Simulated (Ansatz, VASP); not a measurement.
# Two plane-wave programs on MgIrC6N6

```
Mg Ir C N
1.0
     0.00000    5.15750    5.15750
     5.15750    0.00000    5.15750
     5.15750    5.15750    0.00000
Mg Ir C N
1 1 6 6
Direct
  0.00000 0.00000 0.00000
  0.50000 0.50000 0.50000
  0.80805 0.19195 0.19195
  0.19195 0.80805 0.19195
  0.19195 0.19195 0.80805
  0.19195 0.80805 0.80805
  0.80805 0.19195 0.80805
  0.80805 0.80805 0.19195
  0.69462 0.30538 0.30538
  0.30538 0.69462 0.30538
  0.30538 0.30538 0.69462
  0.30538 0.69462 0.69462
  0.69462 0.30538 0.69462
  0.69462 0.69462 0.30538
```

Alike in both runs: task single point; functional PBE; k mesh 4 × 4 × 4; occupations gaussian, width 0.1 eV; collinear spin.

```csv
,VASP,Ansatz
version,VASP 6.6.1,Ansatz 0.2.0
potentials or method,"VASP PAW PBE potentials, release 64 (Mg, Ir, C, N), cutoff 520 eV","scalar-relativistic, plane waves, PAW"
valence electrons in the cell,65,81
```

VASP gave:

* gap on the k mesh at the Fermi level (eV): none
* pressure (GPa): 6.4
* rms of the force components (eV/Å): 0.966
* net moment per atom (μB): 0.07
* size of the moment on the site where the two differ most (μB): 0.54

Problem. Which values does Ansatz return?

Solution. gap on the k mesh at the Fermi level (eV): none; pressure (GPa): 5.8; rms of the force components (eV/Å): 1.035; net moment per atom (μB): 0.07; size of the moment on the site where the two differ most (μB): 0.38.

Site moments also hang on the region over which each program counts them. Atom by atom the forces differ by 0.168 eV/Å (rms over components). A gap of «none» marks a metal or a gap that the smearing closes. VASP's potentials hold 65 valence electrons a cell and Ansatz's 81, so a difference there can come from the potentials and not from the codes.

Spin-orbit coupling is off throughout. Noted on VASP's run: the standard files for N, O and F lose accuracy on very short bonds.
